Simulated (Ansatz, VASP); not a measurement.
# HfN: VASP beside Ansatz

```
Hf N
1.0
     6.43155    0.00000    0.00000
     0.00000    6.43155    0.00000
     0.00000    0.00000   22.54779
Hf N
12 12
Cartesian
  1.6079 1.6079 8.0000
  1.6079 4.8237 8.0000
  4.8237 1.6079 8.0000
  4.8237 4.8237 8.0000
  3.2141 3.2166 10.2266
  3.2164 -0.0008 10.2360
  0.0010 3.2158 10.2357
  0.0009 -0.0003 10.2458
  4.8376 4.8326 12.3714
  4.8048 1.6259 12.4661
  1.6301 4.8038 12.4744
  1.5976 1.5959 12.3708
  3.2158 3.2158 8.0000
  3.2158 0.0000 8.0000
  0.0000 3.2158 8.0000
  0.0000 0.0000 8.0000
  4.8264 4.8250 10.1875
  4.8245 1.6082 10.1950
  1.6056 4.8254 10.1908
  1.6063 1.6052 10.1880
  0.0007 -0.0011 12.5859
  0.0027 3.2137 12.5465
  3.2178 -0.0008 12.5502
  3.2158 3.2148 12.4658
```

Alike in both runs: task single point; functional PBE; k mesh 3 × 3 × 1; occupations gaussian, width 0.1 eV; no spin polarisation.

|  | VASP | Ansatz |
| --- | --- | --- |
| version | VASP 6.6.1 | Ansatz 0.2.0 |
| potentials or method | VASP PAW PBE potentials, release 64 (Hf_pv, N), cutoff 520 eV | scalar-relativistic, plane waves, PAW |
| valence electrons in the cell | 180 | 372 |

VASP gave:

* gap on the k mesh at the Fermi level (eV): 0.28
* least direct gap on the mesh (eV): 0.28
* rms of the force components (eV/Å): 0.512

Estimate Ansatz's values.

gap on the k mesh at the Fermi level (eV): 0.28; least direct gap on the mesh (eV): 0.28; rms of the force components (eV/Å): 0.503.

VASP's potentials hold 180 valence electrons a cell and Ansatz's 372, so a difference there can come from the potentials and not from the codes.

Neither program's run includes spin-orbit coupling.
